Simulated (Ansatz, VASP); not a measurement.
## One calculation of KBr, two programs

The input INCAR:

```
  ALGO = Normal
  EDIFF = 1E-6
  ENCUT = 520
  GGA = PE
  ISIF = 2
  ISMEAR = 0
  LASPH = T
  LCHARG = F
  LREAL = F
  LWAVE = F
  NBANDS = 15
  NELM = 100
  PREC = Accurate
  SIGMA = 0.01
```

The input KPOINTS:

```
k-points
0
Gamma
  6 6 6
```

Contents of POSCAR:

```
KBr
1.0
    4.0434990000      0.0000000000      0.0000000000
    0.0000000000      4.0434990000      0.0000000000
    0.0000000000      0.0000000000      4.0434990000
K Br
1 1
Direct
    0.0000000000      0.0000000000      0.0000000000
    0.5000000000      0.5000000000      0.5000000000
```

Input for Ansatz:

```yaml
crystal:
  lattice:
    - [4.043499, 0.0, 0.0]
    - [0.0, 4.043499, 0.0]
    - [0.0, 0.0, 4.043499]
  atoms:
    - { symbol: K, position: [0.0, 0.0, 0.0] }
    - { symbol: Br, position: [0.5, 0.5, 0.5] }
kpoints:
  mp_grid: { grid: [6, 6, 6] }
hamiltonian:
  xc: pbe
scf:
  occupations: { method: fixed }
  n_extra_bands: 4
output:
  forces: true
  stress: true
  eigenvalues: true
```

Alike in both runs: task single point; functional PBE; k mesh 6 × 6 × 6; no spin polarisation.

|  | VASP | Ansatz |
| --- | --- | --- |
| version | VASP 6.6.1 | Ansatz 0.2.0 |
| potentials or method | VASP PAW PBE potentials, release 64 (K_sv, Br) | plane waves, PAW |
| plane-wave cutoff (eV) | 520 | 420 |
| occupations | gaussian, width 0.01 eV | fixed |
| valence electrons in the cell | 16 | 16 |

|  | VASP | Ansatz | Ansatz less VASP |
| --- | --- | --- | --- |
| gap on the k mesh at the Fermi level (eV) | 3.86 | 3.86 | +0.001 |
| pressure (GPa) | 0.0 | 0.0 | -0.04 |
